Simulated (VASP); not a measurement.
# Au in VASP: single point with r2SCAN

Aim: the single point of Au with r2SCAN.

All numbers are computed with VASP 6.6.1; they aren't measurements. Logs are shortened: lines on timing, memory, paths and dates and some standing lists are left out, and cuts for length are marked.

### 1 The cell of the first run

The cell holds a slab with vacuum, 4 atoms: a = 2.916 Å, b = 2.916 Å, c = 24.143 Å, α = 90.00°, β = 90.00°, γ = 120.00°.

### 2 Single point, r2SCAN

Contents of POSCAR:

```
Au
1.0
    2.9162060726      0.0000000000      0.0000000000
   -1.4581030363      2.5255085416      0.0000000000
    0.0000000000      0.0000000000     24.1432168628
Au
4
Direct
    0.6666666667      0.3333333333      0.3520657603
    0.3333333333      0.6666666667      0.4506885868
    0.0000000000      0.0000000000      0.5477304405
    0.6666666667      0.3333333333      0.6465706783
```

Contents of INCAR.step1:

```
PREC = Accurate
ENCUT = 520
ISMEAR = 0
SIGMA = 0.1
LREAL = F
LASPH = T
NELM = 100
LDIPOL = T
IDIPOL = 3
DIPOL = 0.5 0.5 0.499
NBANDS = 30
GGA = PE
ALGO = Normal
EDIFF = 1E-4
LWAVE = T
LCHARG = F
```

Contents of INCAR.step2:

```
PREC = Accurate
ENCUT = 520
EDIFF = 1E-7
ISMEAR = 0
SIGMA = 0.1
LREAL = F
LASPH = T
NELM = 100
ALGO = Normal
ISIF = 2
LWAVE = F
LCHARG = F
LDIPOL = T
IDIPOL = 3
DIPOL = 0.5 0.5 0.499
METAGGA = R2SCAN
LMIXTAU = T
NBANDS = 30
ISTART = 1
```

Contents of KPOINTS:

```
regular mesh
0
Gamma
  12 12 1
```

Potentials or basis: VASP PAW PBE potentials, release 64 (Au).

Started as:

```sh
cat potpaw_PBE.64/Au/POTCAR > POTCAR
cp INCAR.step1 INCAR
mpirun -np 1 vasp_std > vasp.out
cp INCAR.step2 INCAR
mpirun -np 1 vasp_std > vasp.out
```

OUTCAR:

```text
PREC = Accurate
   ENCUT = 520
   EDIFF = 1E-7
   ISMEAR = 0
   LREAL = F
   LASPH = T
   NELM = 100
   ISIF = 2
   METAGGA = R2SCAN
   ISTART = 1

 ion  position               nearest neighbor table
   1  0.667  0.333  0.352-   2 2.92   2 2.92   2 2.92
   2  0.333  0.667  0.451-   3 2.89   3 2.89   3 2.89   1 2.92   1 2.92   1 2.92
   3  0.000  0.000  0.548-   2 2.89   2 2.89   2 2.89   4 2.92   4 2.92   4 2.92
   4  0.667  0.333  0.647-   3 2.92   3 2.92   3 2.92

  LATTYP: Found a hexagonal cell.
 ALAT       =     2.9162060726
 C/A-ratio  =     8.2789817529

  Lattice vectors:

 A1 = (   2.9162060726,   0.0000000000,   0.0000000000)
 A2 = (  -1.4581030363,   2.5255085416,   0.0000000000)
 A3 = (   0.0000000000,   0.0000000000,  24.1432168628)

Analysis of symmetry for initial positions (statically):
=====================================================================
 Subroutine PRICEL returns:
 Original cell was already a primitive cell.

 Routine SETGRP: Setting up the symmetry group for a
 hexagonal supercell.

 Subroutine GETGRP returns: Found  6 space group operations
 (whereof  6 operations were pure point group operations)
 out of a pool of 24 trial point group operations.

The static configuration has the point symmetry C_3v.

Analysis of symmetry for dynamics (positions and initial velocities):
=====================================================================
 Subroutine PRICEL returns:
 Original cell was already a primitive cell.

 Routine SETGRP: Setting up the symmetry group for a
 hexagonal supercell.

 Subroutine GETGRP returns: Found  6 space group operations
 (whereof  6 operations were pure point group operations)
 out of a pool of 24 trial point group operations.

The dynamic configuration has the point symmetry C_3v.

 Subroutine INISYM returns: Found  6 space group operations
 (whereof  6 operations are pure point group operations),
 and found     1 'primitive' translations

----------------------------------------------------------------------------------------

                                     Primitive cell

  volume of cell :     177.8125

  direct lattice vectors                    reciprocal lattice vectors
     2.916206073  0.000000000  0.000000000     0.342911295  0.197979928  0.000000000
    -1.458103036  2.525508542  0.000000000     0.000000000  0.395959857  0.000000000
     0.000000000  0.000000000 24.143216863     0.000000000  0.000000000  0.041419501

  length of vectors
     2.916206073  2.916206073 24.143216863     0.395959857  0.395959857  0.041419501

  position of ions in fractional coordinates (direct lattice)
     0.666666667  0.333333333  0.352065760
     0.333333333  0.666666667  0.450688587
     0.000000000  0.000000000  0.547730440
     0.666666667  0.333333333  0.646570678

  ion indices of the primitive-cell ions
   primitive index   ion index
                 1           1
                 2           2
                 3           3
                 4           4

----------------------------------------------------------------------------------------

 KPOINTS: regular mesh

Automatic generation of k-mesh.
 Grid dimensions read from file:
 generate k-points for:   12   12    1

 Generating k-lattice:

  Cartesian coordinates                     Fractional coordinates (reciprocal lattice)
     0.028575941  0.016498327  0.000000000     0.083333333  0.000000000  0.000000000
     0.000000000  0.032996655  0.000000000     0.000000000  0.083333333  0.000000000
     0.000000000  0.000000000  0.041419501     0.000000000  0.000000000  1.000000000

  Length of vectors
     0.032996655  0.032996655  0.041419501

  Shift w.r.t. Gamma in fractional coordinates (k-lattice)
     0.000000000  0.000000000  0.000000000

 Subroutine IBZKPT returns following result:
 ===========================================

 Found     19 irreducible k-points:

 Following reciprocal coordinates:
            Coordinates               Weight
  0.000000  0.000000  0.000000      1.000000
  0.083333  0.000000  0.000000      6.000000
  0.166667  0.000000  0.000000      6.000000
  0.250000  0.000000  0.000000      6.000000
  0.333333  0.000000  0.000000      6.000000
  0.416667  0.000000  0.000000      6.000000
[... 11 lines left out ...]
  0.333333  0.250000  0.000000     12.000000
  0.333333  0.333333  0.000000      2.000000
   k-points           NKPTS =     19   k-points in BZ     NKDIM =     19   number of bands    NBANDS=     30
   number of dos      NEDOS =    301   number of ions     NIONS =      4
   total plane-waves  NPLWV = 103680
   dimension x,y,z NGX =    24 NGY =   24 NGZ =  180
   dimension x,y,z NGXF=    48 NGYF=   48 NGZF=  360
   ions per type =               4
   NGX,Y,Z   is equivalent  to a cutoff of  13.68, 13.68, 12.39 a.u.
   NGXF,Y,Z  is equivalent  to a cutoff of  27.36, 27.36, 24.79 a.u.
 SYSTEM =  unknown system
   PREC   = accura    normal or accurate (medium, high low for compatibility)
   ISTART =      1    job   : 0-new  1-cont  2-samecut
   ICHARG =      0    charge: 1-file 2-atom 10-const
   ISPIN  =      1    spin polarized calculation?
   LNONCOLLINEAR =      F non collinear calculations
   LSORBIT =      F    spin-orbit coupling
   LASPH  =      T    aspherical Exc in radial PAW
   ENCUT  =  520.0 eV  38.22 Ry    6.18 a.u.   5.42  5.42 44.89*2*pi/ulx,y,z
   NELM   =    100;   NELMIN=  2; NELMDL=  0     # of ELM steps
   EDIFF  = 0.1E-06   stopping-criterion for ELM
   LREAL  =      F    real-space projection
   EDIFFG = 0.1E-05   stopping-criterion for IOM
   NSW    =      0    number of steps for IOM
   IBRION =     -1    ionic relax: 0-MD 1-quasi-New 2-CG
   NFREE  =      0    steps in history (QN), initial steepest desc. (CG)
   ISIF   =      2    stress and relaxation
   ISYM   =      2    0-nonsym 1-usesym 2-fastsym
   POTIM  = 0.5000    time-step for ionic-motion
   TEBEG  =    0.0;   TEEND  =   0.0 temperature during run
   PSTRESS=    0.0 pullay stress
   NELECT =      44.0000    total number of electrons
   NUPDOWN=      -1.0000    fix difference up-down
   EMIN   =  10.00;   EMAX   =-10.00  energy-range for DOS
   EFERMI =   0.00;   METHOD = LEGACY
   ISMEAR =     0;   SIGMA  =   0.10  broadening in eV -4-tet -1-fermi 0-gaus
   EFERMI_NEDOS =   21; number of points for ismear=-14 and -15
   IALGO  =     38    algorithm
   IMIX   =      4    mixing-type and parameters
     AMIX     =   0.40;   BMIX     =  1.00
     AMIX_MAG =   1.60;   BMIX_MAG =  1.00
  volume/ion in A,a.u.               =      44.45       299.98
  Fermi-wavevector in a.u.,A,eV,Ry     =   1.027791  1.942244 14.372585  1.056355
  Thomas-Fermi vector in A             =   2.161755
   LORBIT       =      0    0 simple, 1 ext, 2 COOP (PROOUT), +10 PAW based schemes
   METAGGA = R2SCAN    functional components
   LHFCALC =     F    Hartree Fock is set to
   AEXX    =    0.0000 exact exchange contribution
   IVDW    =     0    specifies the selected vdW correction
   LEPSILON=     F    determine dielectric tensor
   LRPA    =     F    only Hartree local field effects (RPA)
 non-spin polarized calculation
 Gauss-broadening in eV      SIGMA  =   0.10
  energy-cutoff  :      520.00
  volume of cell :      177.81
 maximum number of plane-waves:      4865
 NGX is ok and might be reduce to    24
   NGX = 11   NGY = 11   NGZ = 89

 dipolmoment           0.000000      0.000000     -0.000250 electrons x Angstroem

 number of electron      44.0000001 magnetization

 dipolmoment           0.000000      0.000000      0.000090 electrons x Angstroem

 Free energy of the ion-electron system (eV)
  ---------------------------------------------------
  ext. energy  EPLUGINS =         0.00000000
  ---------------------------------------------------
  free energy    TOTEN  =      -201.56354396 eV

  energy without entropy =     -201.55688550  energy(sigma->0) =     -201.56021473

 E-fermi :   0.3740     XC(G=0):  -5.8887

 val. band max:        0.3326145393   @ k =   0.4167   0.0833   0.0000
 cond. band min:       0.4841534272   @ k =   0.5000   0.0000   0.0000
 fundamental gap:      0.1515388879
 Fermi energy:         0.3739873587

 k-point     1 :       0.0000    0.0000    0.0000
  band No.  band energies     occupation
      1      -8.9705      2.00000
      2      -7.7826      2.00000
      3      -6.8567      2.00000
      4      -6.8201      2.00000
      5      -4.3966      2.00000
      6      -4.3362      2.00000
[... 22 lines left out ...]
     29       6.5439      0.00000
     30       8.2885      0.00000

 k-point     2 :       0.0833    0.0000    0.0000
  band No.  band energies     occupation
      1      -8.7570      2.00000
      2      -7.5722      2.00000
      3      -6.6495      2.00000
      4      -6.6366      2.00000
      5      -4.5622      2.00000
      6      -4.4543      2.00000
[... 22 lines left out ...]
     29       6.6830      0.00000
     30       8.4528      0.00000

 k-point     3 :       0.1667    0.0000    0.0000
  band No.  band energies     occupation
      1      -8.1586      2.00000
      2      -7.0126      2.00000
      3      -6.1943      2.00000
      4      -6.0962      2.00000
      5      -4.9018      2.00000
      6      -4.6608      2.00000
[... 22 lines left out ...]
     29       7.1203      0.00000
     30       8.9408      0.00000

 k-point     4 :       0.2500    0.0000    0.0000
  band No.  band energies     occupation
      1      -7.3527      2.00000
      2      -6.4310      2.00000
      3      -5.9080      2.00000
      4      -5.5842      2.00000
      5      -5.3263      2.00000
      6      -4.8078      2.00000
[... 22 lines left out ...]
     29       7.9132      0.00000
     30       9.6780      0.00000

 k-point     5 :       0.3333    0.0000    0.0000
  band No.  band energies     occupation
      1      -6.7653      2.00000
      2      -6.2798      2.00000
      3      -5.9570      2.00000
      4      -5.7533      2.00000
      5      -5.5961      2.00000
      6      -5.0178      2.00000
[... 22 lines left out ...]
     29       8.3839      0.00000
     30       8.9621      0.00000
[... 361 lines left out ...]
     29       8.5832      0.00000
     30       9.7079      0.00000

 k-point    17 :       0.2500    0.2500    0.0000
  band No.  band energies     occupation
      1      -5.9051      2.00000
      2      -5.8213      2.00000
      3      -5.5133      2.00000
      4      -5.1356      2.00000
      5      -5.1002      2.00000
      6      -4.8738      2.00000
[... 22 lines left out ...]
     29       8.2995      0.00000
     30       9.0034      0.00000

 k-point    18 :       0.3333    0.2500    0.0000
  band No.  band energies     occupation
      1      -5.8359      2.00000
      2      -5.7682      2.00000
      3      -5.4175      2.00000
      4      -5.2036      2.00000
      5      -5.0857      2.00000
      6      -4.8542      2.00000
[... 22 lines left out ...]
     29       7.5592      0.00000
     30       9.0475      0.00000

 k-point    19 :       0.3333    0.3333    0.0000
  band No.  band energies     occupation
      1      -5.5965      2.00000
      2      -5.5946      2.00000
      3      -5.5469      2.00000
      4      -5.0191      2.00000
      5      -5.0116      2.00000
      6      -4.8110      2.00000
[... 22 lines left out ...]
     29       7.0542      0.00000
     30       7.8701      0.00000

------------------------ aborting loop because EDIFF is reached ----------------------------------------

 vacuum level on the upper side and lower side of the slab       (xc-potential included)         0.011         0.009

  FORCE on cell =-STRESS in cart. coord.  units (eV):
  Direction    XX          YY          ZZ          XY          YZ          ZX
  --------------------------------------------------------------------------------------
  -------------------------------------------------------------------------------------
  Total       -2.1109322     -2.1109322      0.1432561      0.0000000      0.0000000     -0.0000000
  in kB      -19.0205329    -19.0205329      1.2908078      0.0000000      0.0000000     -0.0000000
  external PRESSURE =     -12.2500860 kB  Pullay stress =       0.0000000 kB

 VOLUME and BASIS-vectors are now :
 -----------------------------------------------------------------------------
  energy-cutoff  :      520.00
  volume of cell :      177.81
      direct lattice vectors                 reciprocal lattice vectors
     2.916206073  0.000000000  0.000000000     0.342911295  0.197979928  0.000000000
    -1.458103036  2.525508542  0.000000000     0.000000000  0.395959857  0.000000000
     0.000000000  0.000000000 24.143216863     0.000000000  0.000000000  0.041419501

 POSITION                                       TOTAL-FORCE (eV/Angst)
 -----------------------------------------------------------------------------------
      1.45810      0.84184      8.50000        -0.000000     -0.000000     -0.030048
     -0.00000      1.68367     10.88107        -0.000000      0.000000     -0.002428
      0.00000      0.00000     13.22397         0.000000     -0.000000      0.018098
      1.45810      0.84184     15.61030        -0.000000      0.000000      0.014378
 -----------------------------------------------------------------------------------
    total drift:                               -0.000000      0.000000      0.001052

  FREE ENERGIE OF THE ION-ELECTRON SYSTEM (eV)
  ---------------------------------------------------
  free  energy   TOTEN  =      -201.5635439597 eV

  energy  without entropy=     -201.5568855005  energy(sigma->0) =     -201.56021473

 vacuum level on the upper side and lower side of the slab         5.510         5.508
```

It took 5.1 min on 1 thread of Intel Xeon 6975P-C (Granite Rapids), shared host; peak memory 0.38 GiB.

Results:

```yaml
Free_energy: -201.5635 eV
Largest_force: 0.030 eV/Å
Band_gap_on_the_k_mesh: zero (bands 22 and 23 overlap by 5.13 eV)
```

Forces in eV/Å, atoms in the order of the input:
```
Au   0.000  0.000 -0.030
Au   0.000  0.000 -0.002
Au   0.000  0.000  0.018
Au   0.000  0.000  0.014
```

Caveat: the PAW data sets were made with another functional, which shifts forces and pressure a little; spin-orbit coupling is left out, which moves the levels of the heavy elements.

The gap in the log of VASP goes by the Fermi energy; the results here count the filled bands.